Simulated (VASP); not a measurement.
Cs:

```
Cs
1.0
    -3.03350    3.03350    3.03350
     3.03350   -3.03350    3.03350
     3.03350    3.03350   -3.03350
Cs
1
Direct
  0.00000 0.00000 0.00000
```

| Property | Result |
| --- | --- |
| Program | VASP 6.6.1 |
| Task | relaxation of cell and atoms |
| Functional | r2SCAN |
| Potentials or basis | VASP PAW PBE potentials, release 64 (Cs_sv) |
| Cutoff | 550 eV |
| k mesh | 5 × 5 × 5 |
| Occupations | fermi-dirac, width 0.1 eV |
| Spin | no spin polarisation |

At the start: pressure 0.2 GPa; volume 111.66 Å³/atom.

Task: How do energy, volume and symmetry change on relaxing?

Result: Over 3 steps the energy falls by 5.9 meV/atom and the volume is 120.76 Å³/atom (+8.1 %); space group Im-3m (No. 229, to 0.1 Å) before and after.

Step by step:
```csv
step,energy change (eV),largest force (eV/Å),pressure (GPa),volume (Å³)
1,0.0000,0.0000,0.20,111.66
2,-0.0024,0.0000,0.15,113.89
3,-0.0059,0.0000,0.02,120.76
```

Final structure:
```yaml
crystal:
  lattice:
    - [-3.11374, 3.11374, 3.11374]
    - [3.11374, -3.11374, 3.11374]
    - [3.11374, 3.11374, -3.11374]
  atoms:
    - { symbol: Cs, position: [0.00000, 0.00000, 0.00000] }
```

Caveat: the PAW data sets were made with another functional, which shifts forces and pressure a little.
